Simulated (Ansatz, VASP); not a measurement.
# SiC: VASP beside Ansatz

The input INCAR:

```
SYSTEM = SiC
  PREC = Accurate
  ENCUT = 520
  EDIFF = 1E-6
  ISMEAR = -1
  SIGMA = 0.05
  LREAL = .FALSE.
  LASPH = .TRUE.
  NELM = 80
  ALGO = Normal
  ISIF = 2
  LWAVE = .FALSE.
  LCHARG = .FALSE.
  GGA = PE
  IVDW = 13
  NBANDS = 16
```

KPOINTS

```
Automatic mesh
0
G
  10 10 5
  0 0 0
```

Contents of POSCAR:

```
SiC
1.0
    3.0132068704      0.0000000000      0.0000000000
   -1.5066034352      2.6095136966      0.0000000000
    0.0000000000      0.0000000000      4.9449506768
Si C
2 2
Direct
    0.6666666667      0.3333333333      0.5000000000
    0.3333333333      0.6666666667      0.0000000000
    0.6666666667      0.3333333333      0.8850000000
    0.3333333333      0.6666666667      0.3850000000
```

input.yaml

```yaml
crystal:
  lattice:
    - [3.0132068704, 0.0, 0.0]
    - [-1.5066034352, 2.6095136966, 0.0]
    - [0.0, 0.0, 4.9449506768]
  atoms:
    - { symbol: Si, position: [0.6666666667, 0.3333333333, 0.5] }
    - { symbol: Si, position: [0.3333333333, 0.6666666667, 0.0] }
    - { symbol: C, position: [0.6666666667, 0.3333333333, 0.885] }
    - { symbol: C, position: [0.3333333333, 0.6666666667, 0.385] }
hamiltonian:
  xc: pbe
  pseudopotentials: { kind: paw }
  dispersion: d4
kpoints:
  mp_grid: { grid: [10, 10, 5] }
scf:
  occupations: { method: fermi_dirac, width: 0.05 }
output:
  forces: true
  stress: true
  eigenvalues: true
```

Alike in both runs: task single point; functional PBE; dispersion D4; k mesh 10 × 10 × 5; occupations fermi-dirac, width 0.05 eV; no spin polarisation.

|  | VASP | Ansatz |
| --- | --- | --- |
| version | VASP 6.6.1 | Ansatz 0.2.0 |
| potentials or method | VASP PAW PBE potentials, release 64 (Si, C) | Ansatz PAW |
| plane-wave cutoff (eV) | 520 | 420 |
| valence electrons in the cell | 16 | 16 |

```tsv
	VASP	Ansatz	Ansatz less VASP
gap on the k mesh at the Fermi level (eV)	2.37	2.38	+0.004
least direct gap on the mesh (eV)	4.20	4.21	+0.005
pressure (GPa)	14.6	14.7	+0.09
traceless stress, the component that is largest in VASP (GPa)	-4.96	-4.99	-0.030
rms of the force components (eV/Å)	0.489	0.489	+0.0004
```

Atom by atom the forces differ by 0.000 eV/Å (rms over components).

Noted on Ansatz's run: odd divisions of the mesh miss points on the zone boundary, where band edges often lie, so the gap on the mesh can be too wide.
